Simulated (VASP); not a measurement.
Here is a VASP 6.6.1 calculation.

Contents of POSCAR:

```
WC
1.0
   -1.4634777300     -2.5348157600      0.0000000000
   -4.3904332000      2.5348157600      0.0000000000
    0.0000000000      0.0000000000     -2.8585648800
W C
2 2
Direct
    0.0000000000      0.0000000000      0.0000000000
    0.5000000000      0.5000000000      0.0000000000
    0.0000000000      0.3333300000      0.5000000000
    0.5000000000      0.8333300000      0.5000000000
```

INCAR.step1

```
SYSTEM = WC
PREC     = Accurate       ! precision mode
ENCUT    = 520            ! plane-wave cutoff, eV
ISMEAR   = -1             ! smearing method
SIGMA    = 0.1            ! smearing width, eV
LREAL    = .FALSE.        ! projectors in reciprocal space
LASPH    = .TRUE.         ! aspherical terms in the spheres
NELM     = 150            ! most SCF steps
LMAXMIX  = 4              ! l up to which the mixer works
LDAU     = .TRUE.         ! DFT+U
LDAUTYPE = 2            
LDAUL    = 2 -1           ! shell
LDAUU    = 1.94 0         ! U, eV
LDAUJ    = 0 0          
NBANDS   = 26             ! bands
GGA      = PE             ! functional
ALGO     = Normal         ! electronic algorithm
EDIFF    = 1E-4           ! SCF threshold, eV
LWAVE    = .TRUE.         ! write WAVECAR
LCHARG   = .FALSE.        ! write CHGCAR
```

The input INCAR.step2:

```
SYSTEM = WC
PREC     = Accurate       ! precision mode
ENCUT    = 520            ! plane-wave cutoff, eV
EDIFF    = 1E-6           ! SCF threshold, eV
ISMEAR   = -1             ! smearing method
SIGMA    = 0.1            ! smearing width, eV
LREAL    = .FALSE.        ! projectors in reciprocal space
LASPH    = .TRUE.         ! aspherical terms in the spheres
NELM     = 150            ! most SCF steps
ALGO     = Normal         ! electronic algorithm
ISIF     = 2              ! what is computed and relaxed
LWAVE    = .FALSE.        ! write WAVECAR
LCHARG   = .TRUE.         ! write CHGCAR
LMAXMIX  = 4              ! l up to which the mixer works
LDAU     = .TRUE.         ! DFT+U
LDAUTYPE = 2            
LDAUL    = 2 -1           ! shell
LDAUU    = 1.94 0         ! U, eV
LDAUJ    = 0 0          
LDAUPRINT= 1            
METAGGA  = R2SCAN         ! meta-GGA
LMIXTAU  = .TRUE.       
LELF     = .TRUE.         ! ELF
LVHAR    = .TRUE.       
NBANDS   = 26             ! bands
ISTART   = 1
```

File KPOINTS:

```
regular mesh
0
G
  11 6 11
  0 0 0
```

Potentials or basis: VASP PAW PBE potentials, release 64 (W_sv, C).

Launch:

```sh
$ cat potpaw_PBE.64/W_sv/POTCAR potpaw_PBE.64/C/POTCAR > POTCAR
$ cp INCAR.step1 INCAR
$ mpirun -np 1 vasp_std > vasp.out
$ cp INCAR.step2 INCAR
$ mpirun -np 1 vasp_std > vasp.out
```

(1) Estimate the band gap on the k mesh.

(2) What does it give for the pressure?

Answers

(1) zero (bands 18 and 19 overlap by 1.09 eV).

(2) -1.3 GPa.

Caveat: the PAW data sets were made with another functional, which shifts forces and pressure a little; spin-orbit coupling is left out, which moves the levels of the heavy elements; U without spin polarisation on a metal has little footing; the U is typed as a test and isn't derived for this compound.
